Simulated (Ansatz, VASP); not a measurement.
TlCl: VASP beside Ansatz

```
Tl Cl
1.0
     3.79363    0.00000    0.00000
     0.00000    3.79363    0.00000
     0.00000    0.00000    3.79363
Tl Cl
1 1
Direct
  0.00000 0.00000 0.00000
  0.50000 0.50000 0.50000
```

Alike in both runs: task single point; functional PBE; k mesh 4 × 4 × 4; occupations fermi-dirac, width 0.5 eV; no spin polarisation.

```csv
,VASP,Ansatz
version,VASP 6.6.1,Ansatz 0.2.0
potentials or method,"VASP PAW PBE potentials, release 64 (Tl_d, Cl)",plane waves
plane-wave cutoff (eV),500,420
valence electrons in the cell,20,20
```

|  | VASP | Ansatz | Ansatz less VASP |
| --- | --- | --- | --- |
| pressure (GPa) | 2.3 | 2.3 | +0.07 |

Spin-orbit coupling is off throughout.
